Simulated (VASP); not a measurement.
# GeB26N27 (a cell with a defect) in VASP: single point with PBE

Aim: the single point of GeB26N27 (a cell with a defect) with PBE.

Everything below comes from runs of VASP 6.6.1. Logs are shortened: lines on timing, memory, paths and dates and some standing lists are left out, and cuts for length are marked.

### Step 1. The cell of the first run

The cell holds a defect, 54 atoms: a = 7.669 Å, b = 7.669 Å, c = 7.669 Å, α = 60.00°, β = 60.00°, γ = 60.00°.

### Step 2. Single point, PBE

INCAR

```
SYSTEM = GeB26N27
PREC     = Accurate       ! precision mode
ENCUT    = 520            ! plane-wave cutoff, eV
EDIFF    = 1E-7           ! SCF threshold, eV
ISMEAR   = -1             ! smearing method
SIGMA    = 0.01           ! smearing width, eV
LREAL    = Auto         
LASPH    = .TRUE.         ! aspherical terms in the spheres
NELM     = 80             ! most SCF steps
ALGO     = Normal         ! electronic algorithm
ISIF     = 2              ! what is computed and relaxed
LWAVE    = .FALSE.        ! write WAVECAR
LCHARG   = .TRUE.         ! write CHGCAR
GGA      = PE             ! functional
LELF     = .TRUE.         ! ELF
LVHAR    = .TRUE.       
NBANDS   = 146            ! bands
NELECT   = 226.0
```

KPOINTS

```
regular mesh
0
G
  3 3 3
  0 0 0
```

POSCAR

```
GeB26N27
1.0
    0.0000000000      5.4225000000      5.4225000000
    5.4225000000      0.0000000000      5.4225000000
    5.4225000000      5.4225000000      0.0000000000
Ge B N
1 26 27
Direct
    0.0000000000      0.0000000000      0.0000000000
    0.0002167611      0.0002167611      0.3394740395
    0.0002167611      0.0002167611      0.6600924384
    0.0002167611      0.3394740395      0.0002167611
   -0.0010975356      0.3336991785      0.3336991785
    0.0002167611      0.3394740395      0.6600924384
    0.0002167611      0.6600924384      0.0002167611
    0.0002167611      0.6600924384      0.3394740395
   -0.0003658401      0.6667886134      0.6667886134
    0.3394740395      0.0002167611      0.0002167611
    0.3336991785     -0.0010975356      0.3336991785
    0.3394740395      0.0002167611      0.6600924384
    0.3336991785      0.3336991785     -0.0010975356
    0.3336991785      0.3336991785      0.3336991785
    0.3338178043      0.3338178043      0.6661821957
    0.3394740395      0.6600924384      0.0002167611
    0.3338178043      0.6661821957      0.3338178043
    0.3338178043      0.6661821957      0.6661821957
    0.6600924384      0.0002167611      0.0002167611
    0.6600924384      0.0002167611      0.3394740395
    0.6667886134     -0.0003658401      0.6667886134
    0.6600924384      0.3394740395      0.0002167611
    0.6661821957      0.3338178043      0.3338178043
    0.6661821957      0.3338178043      0.6661821957
    0.6667886134      0.6667886134     -0.0003658401
    0.6661821957      0.6661821957      0.3338178043
    0.6667886134      0.6667886134      0.6667886134
    0.0932505846      0.0932505846      0.0932505846
    0.0832051562      0.0832051562      0.4167948438
    0.0932505846      0.0932505846      0.7202482462
    0.0832051562      0.4167948438      0.0832051562
    0.0832051562      0.4167948438      0.4167948438
    0.0835536845      0.4165323548      0.7499569803
    0.0932505846      0.7202482462      0.0932505846
    0.0835536845      0.7499569803      0.4165323548
    0.0835536845      0.7499569803      0.7499569803
    0.4167948438      0.0832051562      0.0832051562
    0.4167948438      0.0832051562      0.4167948438
    0.4165323548      0.0835536845      0.7499569803
    0.4167948438      0.4167948438      0.0832051562
    0.4166903699      0.4166903699      0.4166903699
    0.4166903699      0.4166903699      0.7499288904
    0.4165323548      0.7499569803      0.0835536845
    0.4166903699      0.7499288904      0.4166903699
    0.4165323548      0.7499569803      0.7499569803
    0.7202482462      0.0932505846      0.0932505846
    0.7499569803      0.0835536845      0.4165323548
    0.7499569803      0.0835536845      0.7499569803
    0.7499569803      0.4165323548      0.0835536845
    0.7499288904      0.4166903699      0.4166903699
    0.7499569803      0.4165323548      0.7499569803
    0.7499569803      0.7499569803      0.0835536845
    0.7499569803      0.7499569803      0.4165323548
    0.7500000000      0.7500000000      0.7500000000
```

Potentials or basis: VASP PAW PBE potentials, release 64 (Ge_d, B, N).

Launch:

```sh
cat potpaw_PBE.64/Ge_d/POTCAR potpaw_PBE.64/B/POTCAR potpaw_PBE.64/N/POTCAR > POTCAR
mpirun -np 1 vasp_std > vasp.out
```

OUTCAR:

```text
SYSTEM = GeB26N27
   PREC = Accurate
   ENCUT = 520
   EDIFF = 1E-7
   ISMEAR = -1
   LREAL = Auto
   LASPH = .TRUE.
   NELM = 80
   ISIF = 2
   GGA = PE
   NELECT = 226.0

 ion  position               nearest neighbor table
   1  0.000  0.000  0.000-  28 1.75  30 1.75  34 1.75  46 1.75
   2  0.000  0.000  0.339-  29 1.52  28 1.55  35 1.57  47 1.57
   3  0.000  0.000  0.660-  29 1.52  30 1.55  36 1.57  48 1.57
   4  0.000  0.339  0.000-  31 1.52  28 1.55  33 1.57  49 1.57
   5  0.999  0.334  0.334-  50 1.56  31 1.57  29 1.57  32 1.57
   6  0.000  0.339  0.660-  32 1.52  30 1.55  33 1.57  51 1.57
[... 46 lines left out ...]
  53  0.750  0.750  0.417-  27 1.57  26 1.57   8 1.57  20 1.57
  54  0.750  0.750  0.750-  27 1.56  21 1.56  25 1.56   9 1.56

  LATTYP: Found a face centered cubic cell.
 ALAT       =    10.8450000000

  Lattice vectors:

 A1 = (   0.0000000000,   5.4225000000,   5.4225000000)
 A2 = (   5.4225000000,   0.0000000000,   5.4225000000)
 A3 = (   5.4225000000,   5.4225000000,   0.0000000000)

Analysis of symmetry for initial positions (statically):
=====================================================================
 Subroutine PRICEL returns:
 Original cell was already a primitive cell.

 Routine SETGRP: Setting up the symmetry group for a
 face centered cubic supercell.

 Subroutine GETGRP returns: Found 24 space group operations
 (whereof 24 operations were pure point group operations)
 out of a pool of 48 trial point group operations.

The static configuration has the point symmetry T_d .

Analysis of symmetry for dynamics (positions and initial velocities):
=====================================================================
 Subroutine PRICEL returns:
 Original cell was already a primitive cell.

 Routine SETGRP: Setting up the symmetry group for a
 face centered cubic supercell.

 Subroutine GETGRP returns: Found 24 space group operations
 (whereof 24 operations were pure point group operations)
 out of a pool of 48 trial point group operations.

The dynamic configuration has the point symmetry T_d .

 Subroutine INISYM returns: Found 24 space group operations
 (whereof 24 operations are pure point group operations),
 and found     1 'primitive' translations

----------------------------------------------------------------------------------------

                                     Primitive cell
[... 177 lines left out ...]
   NSW    =      0    number of steps for IOM
   IBRION =     -1    ionic relax: 0-MD 1-quasi-New 2-CG
   NFREE  =      0    steps in history (QN), initial steepest desc. (CG)
   ISIF   =      2    stress and relaxation
   ISYM   =      2    0-nonsym 1-usesym 2-fastsym
   POTIM  = 0.5000    time-step for ionic-motion
   TEBEG  =    0.0;   TEEND  =   0.0 temperature during run
   PSTRESS=    0.0 pullay stress
   NELECT =     226.0000    total number of electrons
   NUPDOWN=      -1.0000    fix difference up-down
   EMIN   =  10.00;   EMAX   =-10.00  energy-range for DOS
   EFERMI =   0.00;   METHOD = LEGACY
   ISMEAR =    -1;   SIGMA  =   0.01  broadening in eV -4-tet -1-fermi 0-gaus
   EFERMI_NEDOS =   21; number of points for ismear=-14 and -15
   IALGO  =     38    algorithm
   IMIX   =      4    mixing-type and parameters
     AMIX     =   0.40;   BMIX     =  1.00
     AMIX_MAG =   1.60;   BMIX_MAG =  1.00
  volume/ion in A,a.u.               =       5.91        39.85
  Fermi-wavevector in a.u.,A,eV,Ry     =   1.459603  2.758250 28.986409  2.130441
  Thomas-Fermi vector in A             =   2.576151
   LORBIT       =      0    0 simple, 1 ext, 2 COOP (PROOUT), +10 PAW based schemes
   GGA     = PE    functional components
   LHFCALC =     F    Hartree Fock is set to
   AEXX    =    0.0000 exact exchange contribution
   IVDW    =     0    specifies the selected vdW correction
   LEPSILON=     F    determine dielectric tensor
   LRPA    =     F    only Hartree local field effects (RPA)
 non-spin polarized calculation
  energy-cutoff  :      520.00
  volume of cell :      318.88
 maximum number of plane-waves:      8616
 NGX is ok and might be reduce to    60
   NGX = 29   NGY = 29   NGZ = 29

 number of electron     225.9999977 magnetization

 Free energy of the ion-electron system (eV)
  ---------------------------------------------------
  ext. energy  EPLUGINS =         0.00000000
  ---------------------------------------------------
  free energy    TOTEN  =      -472.41817003 eV

  energy without entropy =     -472.41817003  energy(sigma->0) =     -472.41817003

 E-fermi :   8.0043     XC(G=0): -12.9200

 val. band max:        7.7354878191   @ k =   0.0000   0.0000   0.0000
 cond. band min:      12.1950624370   @ k =   0.3333   0.3333   0.0000
 fundamental gap:      4.4595746179
 Fermi energy:         8.0043400337

 k-point     1 :       0.0000    0.0000    0.0000
  band No.  band energies     occupation
      1     -16.7019      2.00000
      2     -16.7019      2.00000
      3     -16.7019      2.00000
      4     -16.4707      2.00000
      5     -16.4707      2.00000
      6     -12.6911      2.00000
[... 501 lines left out ...]
    124      16.0688      0.00000
    125      16.1733      0.00000
 [bands above 125 left out]

------------------------ aborting loop because EDIFF is reached ----------------------------------------

  FORCE on cell =-STRESS in cart. coord.  units (eV):
  Direction    XX          YY          ZZ          XY          YZ          ZX
  --------------------------------------------------------------------------------------
  -------------------------------------------------------------------------------------
  Total       17.6949471     17.6949471     17.6949471     -0.0000000      0.0000000     -0.0000000
  in kB       88.9060209     88.9060209     88.9060209     -0.0000000      0.0000000     -0.0000000
  external PRESSURE =      88.9060209 kB  Pullay stress =       0.0000000 kB

 VOLUME and BASIS-vectors are now :
 -----------------------------------------------------------------------------
  energy-cutoff  :      520.00
  volume of cell :      318.88
      direct lattice vectors                 reciprocal lattice vectors
     0.000000000  5.422500000  5.422500000    -0.092208391  0.092208391  0.092208391
     5.422500000  0.000000000  5.422500000     0.092208391 -0.092208391  0.092208391
     5.422500000  5.422500000  0.000000000     0.092208391  0.092208391 -0.092208391

 POSITION                                       TOTAL-FORCE (eV/Angst)
 -----------------------------------------------------------------------------------
      0.00000      0.00000      0.00000         0.000000      0.000000      0.000000
      1.84197      1.84197      0.00235         0.001086      0.001086      0.000453
      3.58053      3.58053      0.00235        -0.001086     -0.001086      0.000453
      1.84197      0.00235      1.84197         0.001086      0.000453      0.001086
      3.61897      7.22603      7.22603        -0.005932      0.005932      0.005932
      5.42015      3.58053      1.84197        -0.000453     -0.001086      0.001086
[... 46 lines left out ...]
      6.32529      6.32529      8.13328        -0.002061     -0.002061      0.002506
      8.13375      8.13375      8.13375         0.000000      0.000000      0.000000
 -----------------------------------------------------------------------------------
    total drift:                               -0.000003     -0.000003     -0.000002

  FREE ENERGIE OF THE ION-ELECTRON SYSTEM (eV)
  ---------------------------------------------------
  free  energy   TOTEN  =      -472.4181700287 eV

  energy  without entropy=     -472.4181700287  energy(sigma->0) =     -472.41817003
```

Run time: 9.6 min. Hardware: 1 thread of AMD EPYC 9R45 (Zen 5), shared host; peak memory 0.53 GiB.

Results:

| Quantity | Value |
| --- | --- |
| Free energy | -472.4182 eV |
| Largest force | 0.094 eV/Å |

Forces in eV/Å, atoms in the order of the input:
```
Ge   0.000  0.000  0.000
B    0.001  0.001  0.000
B   -0.001 -0.001  0.000
B    0.001  0.000  0.001
B   -0.006  0.006  0.006
B    0.000 -0.001  0.001
B   -0.001  0.000 -0.001
B    0.000  0.001 -0.001
B   -0.003  0.003  0.003
B    0.000  0.001  0.001
B    0.006 -0.006  0.006
B   -0.001  0.000  0.001
B    0.006  0.006 -0.006
B   -0.006 -0.006 -0.006
B    0.000  0.000  0.007
B   -0.001  0.001  0.000
B    0.000  0.007  0.000
B   -0.007  0.000  0.000
B    0.000 -0.001 -0.001
B    0.001  0.000 -0.001
B    0.003 -0.003  0.003
B    0.001 -0.001  0.000
B    0.007  0.000  0.000
B    0.000 -0.007  0.000
B    0.003  0.003 -0.003
B    0.000  0.000 -0.007
B   -0.003 -0.003 -0.003
N   -0.054 -0.054 -0.054
N    0.000  0.000  0.013
N    0.054  0.054 -0.054
N    0.000  0.013  0.000
N   -0.013  0.000  0.000
N   -0.002  0.002 -0.003
N    0.054 -0.054  0.054
N   -0.002 -0.003  0.002
N    0.003  0.002  0.002
N    0.013  0.000  0.000
N    0.000 -0.013  0.000
N    0.002 -0.002 -0.003
N    0.000  0.000 -0.013
N    0.004  0.004  0.004
N   -0.004 -0.004  0.004
N    0.002 -0.003 -0.002
N   -0.004  0.004 -0.004
N    0.003 -0.002 -0.002
N   -0.054  0.054  0.054
N   -0.003 -0.002  0.002
N    0.002  0.003  0.002
N   -0.003  0.002 -0.002
N    0.004 -0.004 -0.004
N   -0.002  0.003 -0.002
N    0.002  0.002  0.003
N   -0.002 -0.002  0.003
N    0.000  0.000  0.000
```

Caveat: the cell carries a net charge on a neutralising background, which shifts energy and pressure; the cell is charged against a uniform background, so pressure and absolute levels hang on convention.
